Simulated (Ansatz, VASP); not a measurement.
# NaHF2 in VASP and in Ansatz

Contents of INCAR:

```
ALGO = Normal ; EDIFF = 1E-6
ENCUT = 520 ; GGA = PS
ISIF = 2 ; ISMEAR = 0
IVDW = 12 ; LASPH = T
LCHARG = F ; LREAL = F
LWAVE = F ; NBANDS = 19
NELM = 80 ; PREC = Accurate
SIGMA = 0.05
```

KPOINTS

```
k-points
0
Gamma
  9 9 9
```

Contents of POSCAR:

```
NaHF2
1.0
    1.7138837399      0.9895112386      4.5691544269
   -1.7138837399      0.9895112386      4.5691544269
    0.0000000000     -1.9790224772      4.5691544269
Na H F
1 1 2
Direct
    0.0000000000      0.0000000000      0.0000000000
    0.5000000000      0.5000000000      0.5000000000
    0.4168825606      0.4168825606      0.4168825606
    0.5831174394      0.5831174394      0.5831174394
```

Input for Ansatz:

```yaml
crystal:
  lattice:
    - [1.7138837399, 0.9895112386, 4.5691544269]
    - [-1.7138837399, 0.9895112386, 4.5691544269]
    - [0.0, -1.9790224772, 4.5691544269]
  atoms:
    - { symbol: Na, position: [0.0, 0.0, 0.0] }
    - { symbol: H, position: [0.5, 0.5, 0.5] }
    - { symbol: F, position: [0.4168825606, 0.4168825606, 0.4168825606] }
    - { symbol: F, position: [0.5831174394, 0.5831174394, 0.5831174394] }
basis:
  ecutwfc: 520.0
kpoints:
  mp_grid: { grid: [9, 9, 9] }
hamiltonian:
  xc: pbesol
  pseudopotentials: { kind: paw }
  dispersion: d3bj
scf:
  occupations: { method: gaussian, width: 0.05 }
output:
  forces: true
  stress: true
  eigenvalues: true
```

Alike in both runs: task single point; functional PBEsol; dispersion D3(BJ); k mesh 9 × 9 × 9; occupations gaussian, width 0.05 eV; no spin polarisation.

|  | VASP | Ansatz |
| --- | --- | --- |
| version | VASP 6.6.1 | Ansatz 0.2.0 |
| potentials or method | VASP PAW PBE potentials, release 64 (Na_pv, H, F), cutoff 520 eV | scalar-relativistic, plane waves, PAW |
| valence electrons in the cell | 22 | 24 |

```csv
,VASP,Ansatz,Ansatz less VASP
gap on the k mesh at the Fermi level (eV),6.98,7.01,+0.023
least direct gap on the mesh (eV),7.16,7.17,+0.014
pressure (GPa),0.0,0.0,-0.01
"traceless stress, the component that is largest in VASP (GPa)",0.49,0.02,-0.475
rms of the force components (eV/Å),0.027,0.000,-0.0271
```

VASP's potentials were made for PBE, not for PBEsol. Atom by atom the forces differ by 0.027 eV/Å (rms over components). VASP's potentials hold 22 valence electrons a cell and Ansatz's 24, so a difference there can come from the potentials and not from the codes.
